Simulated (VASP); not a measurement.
# Al16HO24 (a cell with a defect) in VASP: further runs

Runs on Al16HO24 (a cell with a defect). Level: PBEsol. Tasks: single point.

Program: VASP 6.6.1. These are calculated values, not measurements. Logs are shortened: lines on timing, memory, paths and dates and some standing lists are left out, and cuts for length are marked.

### Step 1. The cell of the first run

The cell holds a defect, 41 atoms: a = 7.015 Å, b = 7.015 Å, c = 7.015 Å, α = 85.77°, β = 85.77°, γ = 85.77°.

### Step 2. Single point, PBEsol

File INCAR:

```
PREC = Accurate ; ENCUT = 520
EDIFF = 1E-7 ; ISMEAR = 0
SIGMA = 0.01 ; LREAL = Auto
LASPH = True ; NELM = 80
ALGO = Normal ; ISIF = 2
LWAVE = False ; LCHARG = False
GGA = PS ; NBANDS = 122
NELECT = 192.0
```

File KPOINTS:

```
Automatic mesh
0
Gamma
  2 2 2
  0.5 0.5 0.5
```

File POSCAR:

```
Al16HO24
1.0
   -4.7738611789     -2.7561900367      4.3382851438
    4.7738611789     -2.7561900367      4.3382851438
    0.0000000000      5.5123800734      4.3382851438
Al O H
16 24 1
Direct
    0.1572598910      0.1572598910      0.1572598910
    0.6485865378      0.6453886186      0.1473837284
    0.6453886186      0.1473837284      0.6485865378
    0.1473837284      0.6485865378      0.6453886186
    0.3561949400      0.3561949400      0.3561949400
    0.8511088516      0.8516449467      0.3527635653
    0.8516449467      0.3527635653      0.8511088516
    0.3527635653      0.8511088516      0.8516449467
    0.6438050600      0.6438050600      0.6438050600
    0.1488911484      0.1483550533      0.6472364347
    0.1483550533      0.6472364347      0.1488911484
    0.6472364347      0.1488911484      0.1483550533
    0.8427401090      0.8427401090      0.8427401090
    0.3514134622      0.3546113814      0.8526162716
    0.3546113814      0.8526162716      0.3514134622
    0.8526162716      0.3514134622      0.3546113814
    0.3994873621      0.5986211575      0.7494746639
    0.9061217799      0.0921021957      0.7568633829
    0.9035463734      0.5956964767      0.2483778160
    0.4045555146      0.0982301175      0.2531677237
    0.4013788425      0.2505253361      0.6005126379
    0.9017698825      0.7468322763      0.5954444854
    0.9078978043      0.2431366171      0.0938782201
    0.4043035233      0.7516221840      0.0964536266
    0.5986211575      0.7494746639      0.3994873621
    0.0982301175      0.2531677237      0.4045555146
    0.0921021957      0.7568633829      0.9061217799
    0.5956964767      0.2483778160      0.9035463734
    0.7494746639      0.3994873621      0.5986211575
    0.2483778160      0.9035463734      0.5956964767
    0.2531677237      0.4045555146      0.0982301175
    0.7568633829      0.9061217799      0.0921021957
    0.2505253361      0.6005126379      0.4013788425
    0.7516221840      0.0964536266      0.4043035233
    0.7468322763      0.5954444854      0.9017698825
    0.2431366171      0.0938782201      0.9078978043
    0.6005126379      0.4013788425      0.2505253361
    0.0938782201      0.9078978043      0.2431366171
    0.0964536266      0.4043035233      0.7516221840
    0.5954444854      0.9017698825      0.7468322763
    0.0000000000      0.0000000000      0.0000000000
```

Potentials or basis: VASP PAW PBE potentials, release 64 (Al, O, H).

Run with:

```sh
cat potpaw_PBE.64/Al/POTCAR potpaw_PBE.64/O/POTCAR potpaw_PBE.64/H/POTCAR > POTCAR
mpirun -np 1 vasp_std > vasp.out
```

OUTCAR:

```text
PREC = Accurate
   ENCUT = 520
   EDIFF = 1E-7
   ISMEAR = 0
   LREAL = Auto
   LASPH = True
   NELM = 80
   ISIF = 2
   GGA = PS
   NELECT = 192.0

 ion  position               nearest neighbor table
   1  0.157  0.157  0.157-  36 1.88  38 1.88  23 1.88  31 1.91  26 1.91  20 1.91  41 2.05   5 2.59
                            14 2.78  16 2.78  15 2.78   6 3.30   7 3.30   8 3.30
   2  0.649  0.645  0.147-  37 1.85  35 1.86  24 1.87  25 1.96  19 1.97  32 2.03   6 2.66  13 2.78
                            16 2.80  15 2.80   5 3.19   7 3.21   8 3.23
   3  0.645  0.147  0.649-  21 1.85  40 1.86  34 1.87  29 1.96  28 1.97  18 2.03   7 2.66  13 2.78
                            16 2.80  14 2.80   5 3.19   8 3.21   6 3.23
   4  0.147  0.649  0.645-  33 1.85  22 1.86  39 1.87  17 1.96  30 1.97  27 2.03   8 2.66  13 2.78
                            15 2.80  14 2.80   5 3.19   6 3.21   7 3.23
   5  0.356  0.356  0.356-  21 1.86  37 1.86  33 1.86  31 1.99  26 1.99  20 1.99   1 2.59  10 2.80
                            12 2.80  11 2.80   2 3.19   3 3.19   4 3.19
   6  0.851  0.852  0.353-  22 1.85  34 1.86  38 1.87  25 1.96  19 1.99  32 1.99   2 2.66   9 2.80
                            12 2.81  11 2.81   4 3.21   3 3.23   1 3.30
   7  0.852  0.353  0.851-  35 1.85  39 1.86  23 1.87  29 1.96  28 1.99  18 1.99   3 2.66   9 2.80
                            12 2.81  10 2.81   2 3.21   4 3.23   1 3.30
   8  0.353  0.851  0.852-  40 1.85  24 1.86  36 1.87  17 1.96  30 1.99  27 1.99   4 2.66   9 2.80
                            11 2.81  10 2.81   3 3.21   2 3.23   1 3.30
   9  0.644  0.644  0.644-  25 1.86  17 1.86  29 1.86  35 1.99  22 1.99  40 1.99  13 2.59   6 2.80
                             8 2.80   7 2.80  14 3.19  15 3.19  16 3.19
  10  0.149  0.148  0.647-  26 1.85  30 1.86  18 1.87  21 1.96  39 1.99  36 1.99  14 2.66   5 2.80
                             8 2.81   7 2.81  16 3.21  15 3.23  13 3.30
  11  0.148  0.647  0.149-  31 1.85  19 1.86  27 1.87  33 1.96  24 1.99  38 1.99  15 2.66   5 2.80
                             8 2.81   6 2.81  14 3.21  16 3.23  13 3.30
  12  0.647  0.149  0.148-  20 1.85  28 1.86  32 1.87  37 1.96  34 1.99  23 1.99  16 2.66   5 2.80
                             7 2.81   6 2.81  15 3.21  14 3.23  13 3.30
  13  0.843  0.843  0.843-  32 1.88  18 1.88  27 1.88  35 1.91  22 1.91  40 1.91  41 2.05   9 2.59
                             2 2.78   4 2.78   3 2.78  10 3.30  11 3.30  12 3.30
  14  0.351  0.355  0.853-  17 1.85  31 1.86  28 1.87  21 1.96  39 1.97  36 2.03  10 2.66   1 2.78
                             4 2.80   3 2.80   9 3.19  11 3.21  12 3.23
  15  0.355  0.853  0.351-  25 1.85  20 1.86  30 1.87  33 1.96  24 1.97  38 2.03  11 2.66   1 2.78
                             4 2.80   2 2.80   9 3.19  12 3.21  10 3.23
  16  0.853  0.351  0.355-  29 1.85  26 1.86  19 1.87  37 1.96  34 1.97  23 2.03  12 2.66   1 2.78
                             3 2.80   2 2.80   9 3.19  10 3.21  11 3.23
  17  0.399  0.599  0.749-  14 1.85   9 1.86   8 1.96   4 1.96
  18  0.906  0.092  0.757-  10 1.87  13 1.88   7 1.99   3 2.03
  19  0.904  0.596  0.248-  11 1.86  16 1.87   2 1.97   6 1.99
  20  0.405  0.098  0.253-  12 1.85  15 1.86   1 1.91   5 1.99
  21  0.401  0.251  0.601-   3 1.85   5 1.86  10 1.96  14 1.96
  22  0.902  0.747  0.595-   6 1.85   4 1.86  13 1.91   9 1.99
[... 16 lines left out ...]
  39  0.096  0.404  0.752-   7 1.86   4 1.87  14 1.97  10 1.99
  40  0.595  0.902  0.747-   8 1.85   3 1.86  13 1.91   9 1.99
  41  0.000  0.000  0.000-   1 2.05  13 2.05

  LATTYP: Found a trigonal (rhomboedric) cell.
 ALAT       =     7.0147738426
 COS(alpha) =     0.0737201438

  Lattice vectors:

 A1 = (  -4.7738611789,  -2.7561900367,   4.3382851438)
 A2 = (   4.7738611789,  -2.7561900367,   4.3382851438)
 A3 = (   0.0000000000,   5.5123800734,   4.3382851438)

Analysis of symmetry for initial positions (statically):
=====================================================================
 Subroutine PRICEL returns:
 Original cell was already a primitive cell.

 Routine SETGRP: Setting up the symmetry group for a
 trigonal (rhombohedral) supercell.

 Subroutine GETGRP returns: Found  6 space group operations
 (whereof  6 operations were pure point group operations)
 out of a pool of 12 trial point group operations.

The static configuration has the point symmetry S_6 .

Analysis of symmetry for dynamics (positions and initial velocities):
=====================================================================
 Subroutine PRICEL returns:
 Original cell was already a primitive cell.

 Routine SETGRP: Setting up the symmetry group for a
 trigonal (rhombohedral) supercell.

 Subroutine GETGRP returns: Found  6 space group operations
 (whereof  6 operations were pure point group operations)
 out of a pool of 12 trial point group operations.

The dynamic configuration has the point symmetry S_6 .

 Subroutine INISYM returns: Found  6 space group operations
 (whereof  6 operations are pure point group operations),
 and found     1 'primitive' translations

[... 122 lines left out ...]
 Subroutine IBZKPT returns following result:
 ===========================================

 Found      2 irreducible k-points:

 Following reciprocal coordinates:
            Coordinates               Weight
  0.250000  0.250000  0.250000      2.000000
 -0.250000  0.250000  0.250000      6.000000
   k-points           NKPTS =      2   k-points in BZ     NKDIM =      2   number of bands    NBANDS=    122
   number of dos      NEDOS =    301   number of ions     NIONS =     41
   total plane-waves  NPLWV = 157464
   dimension x,y,z NGX =    54 NGY =   54 NGZ =   54
   dimension x,y,z NGXF=   108 NGYF=  108 NGZF=  108
   ions per type =              16  24   1
   NGX,Y,Z   is equivalent  to a cutoff of  12.80, 12.80, 12.80 a.u.
   NGXF,Y,Z  is equivalent  to a cutoff of  25.60, 25.60, 25.60 a.u.
 SYSTEM =  unknown system
   PREC   = accura    normal or accurate (medium, high low for compatibility)
   ISTART =      0    job   : 0-new  1-cont  2-samecut
   ICHARG =      2    charge: 1-file 2-atom 10-const
   ISPIN  =      1    spin polarized calculation?
   LNONCOLLINEAR =      F non collinear calculations
   LSORBIT =      F    spin-orbit coupling
   LASPH  =      T    aspherical Exc in radial PAW
   ENCUT  =  520.0 eV  38.22 Ry    6.18 a.u.  13.04 13.04 13.04*2*pi/ulx,y,z
   NELM   =     80;   NELMIN=  2; NELMDL= -5     # of ELM steps
   EDIFF  = 0.1E-06   stopping-criterion for ELM
   LREAL  =      T    real-space projection
   EDIFFG = 0.1E-05   stopping-criterion for IOM
   NSW    =      0    number of steps for IOM
   IBRION =     -1    ionic relax: 0-MD 1-quasi-New 2-CG
   NFREE  =      0    steps in history (QN), initial steepest desc. (CG)
   ISIF   =      2    stress and relaxation
   ISYM   =      2    0-nonsym 1-usesym 2-fastsym
   POTIM  = 0.5000    time-step for ionic-motion
   TEBEG  =    0.0;   TEEND  =   0.0 temperature during run
   PSTRESS=    0.0 pullay stress
   NELECT =     192.0000    total number of electrons
   NUPDOWN=      -1.0000    fix difference up-down
   EMIN   =  10.00;   EMAX   =-10.00  energy-range for DOS
   EFERMI =   0.00;   METHOD = LEGACY
   ISMEAR =     0;   SIGMA  =   0.01  broadening in eV -4-tet -1-fermi 0-gaus
   EFERMI_NEDOS =   21; number of points for ismear=-14 and -15
   IALGO  =     38    algorithm
   IMIX   =      4    mixing-type and parameters
     AMIX     =   0.40;   BMIX     =  1.00
     AMIX_MAG =   1.60;   BMIX_MAG =  1.00
  volume/ion in A,a.u.               =       8.35        56.37
  Fermi-wavevector in a.u.,A,eV,Ry     =   1.349872  2.550888 24.791903  1.822153
  Thomas-Fermi vector in A             =   2.477423
   LORBIT       =      0    0 simple, 1 ext, 2 COOP (PROOUT), +10 PAW based schemes
   GGA     = PS    functional components
   LHFCALC =     F    Hartree Fock is set to
   AEXX    =    0.0000 exact exchange contribution
   IVDW    =     0    specifies the selected vdW correction
   LEPSILON=     F    determine dielectric tensor
   LRPA    =     F    only Hartree local field effects (RPA)
 non-spin polarized calculation
 Gauss-broadening in eV      SIGMA  =   0.01
  energy-cutoff  :      520.00
  volume of cell :      342.49
 maximum number of plane-waves:      9235
 NGX is ok and might be reduce to    54
   NGX = 27   NGY = 27   NGZ = 27

 number of electron     192.0000007 magnetization

 Free energy of the ion-electron system (eV)
  ---------------------------------------------------
  ext. energy  EPLUGINS =         0.00000000
  ---------------------------------------------------
  free energy    TOTEN  =      -323.56924420 eV

  energy without entropy =     -323.56924420  energy(sigma->0) =     -323.56924420

 E-fermi :   5.9347     XC(G=0): -11.9223

 val. band max:        5.8828180707   @ k =  -0.2500   0.2500   0.2500
 cond. band min:       9.5433604787   @ k =   0.2500   0.2500   0.2500
 fundamental gap:      3.6605424079
 Fermi energy:         5.9347309490

 k-point     1 :       0.2500    0.2500    0.2500
  band No.  band energies     occupation
      1     -12.9104      2.00000
      2     -12.2017      2.00000
      3     -12.0611      2.00000
      4     -12.0611      2.00000
      5     -11.6531      2.00000
      6     -11.5183      2.00000
[... 100 lines left out ...]
    107      15.5925      0.00000
    108      16.0238      0.00000

 k-point     2 :      -0.2500    0.2500    0.2500
  band No.  band energies     occupation
      1     -12.8632      2.00000
      2     -12.2225      2.00000
      3     -12.1907      2.00000
      4     -12.0920      2.00000
      5     -11.6591      2.00000
      6     -11.5411      2.00000
[... 100 lines left out ...]
    107      15.9111      0.00000
    108      15.9399      0.00000
 [bands above 108 left out]

------------------------ aborting loop because EDIFF is reached ----------------------------------------

  FORCE on cell =-STRESS in cart. coord.  units (eV):
  Direction    XX          YY          ZZ          XY          YZ          ZX
  --------------------------------------------------------------------------------------
  -------------------------------------------------------------------------------------
  Total      -12.0178191    -12.0178191     -6.3977947     -0.0000000     -0.0000000      0.0000000
  in kB      -56.2196268    -56.2196268    -29.9290266     -0.0000001     -0.0000000      0.0000000
  external PRESSURE =     -47.4560934 kB  Pullay stress =       0.0000000 kB

 VOLUME and BASIS-vectors are now :
 -----------------------------------------------------------------------------
  energy-cutoff  :      520.00
  volume of cell :      342.49
      direct lattice vectors                 reciprocal lattice vectors
    -4.773861179 -2.756190037  4.338285144    -0.104737021 -0.060469947  0.076835275
     4.773861179 -2.756190037  4.338285144     0.104737021 -0.060469947  0.076835275
     0.000000000  5.512380073  4.338285144     0.000000000  0.120939895  0.076835275

 POSITION                                       TOTAL-FORCE (eV/Angst)
 -----------------------------------------------------------------------------------
      0.00000      0.00000      2.04671         0.000000     -0.000000      0.008149
     -0.01527     -2.75401      6.25303        -0.001367      0.006483      0.002570
     -2.37741      1.39022      6.25303         0.006298     -0.002058      0.002570
      2.39267      1.36378      6.25303        -0.004931     -0.004426      0.002570
      0.00000      0.00000      4.63583         0.000000     -0.000000     -0.002618
      0.00256     -2.74855      8.91742         0.002928     -0.000787     -0.011286
[... 33 lines left out ...]
      1.46235     -0.00978      9.73531        -0.002500     -0.005082      0.002314
      0.00000      0.00000      0.00000         0.000000     -0.000000      0.000000
 -----------------------------------------------------------------------------------
    total drift:                                0.000000      0.000000      0.000000

  FREE ENERGIE OF THE ION-ELECTRON SYSTEM (eV)
  ---------------------------------------------------
  free  energy   TOTEN  =      -323.5692442048 eV

  energy  without entropy=     -323.5692442048  energy(sigma->0) =     -323.56924420
```

It took 5.4 min on 1 thread of Intel Xeon 8259CL, shared host; peak memory 0.4 GiB.

Results:

```yaml
Free_energy: -323.5692 eV
Largest_force: 0.012 eV/Å
```

Forces in eV/Å, atoms in the order of the input:
```
Al   0.000  0.000  0.008
Al  -0.001  0.006  0.003
Al   0.006 -0.002  0.003
Al  -0.005 -0.004  0.003
Al   0.000  0.000 -0.003
Al   0.003 -0.001 -0.011
Al  -0.002 -0.002 -0.011
Al  -0.001  0.003 -0.011
Al   0.000  0.000  0.003
Al  -0.003  0.001  0.011
Al   0.002  0.002  0.011
Al   0.001 -0.003  0.011
Al   0.000  0.000 -0.008
Al   0.001 -0.006 -0.003
Al  -0.006  0.002 -0.003
Al   0.005  0.004 -0.003
O    0.001 -0.001 -0.001
O    0.007  0.001  0.006
O    0.003 -0.005 -0.001
O    0.003  0.005 -0.002
O    0.001  0.001  0.001
O   -0.003  0.005  0.002
O    0.003  0.007 -0.006
O    0.006  0.000  0.001
O   -0.001 -0.001 -0.001
O    0.003 -0.005 -0.002
O   -0.003 -0.007  0.006
O   -0.006  0.000 -0.001
O    0.000  0.002 -0.001
O    0.003  0.005 -0.001
O   -0.006  0.000 -0.002
O   -0.005  0.006  0.006
O    0.000 -0.002  0.001
O   -0.003 -0.005  0.001
O    0.006  0.000  0.002
O    0.005 -0.006 -0.006
O   -0.001  0.001  0.001
O   -0.007 -0.001 -0.006
O   -0.003  0.005  0.001
O   -0.003 -0.005  0.002
H    0.000  0.000  0.000
```

Caveat: the cell carries a net charge on a neutralising background, which shifts energy and pressure; the cell is charged against a uniform background, so pressure and absolute levels hang on convention; the PAW data sets were made with another functional, which shifts forces and pressure a little.

[end of part 1 of 2]
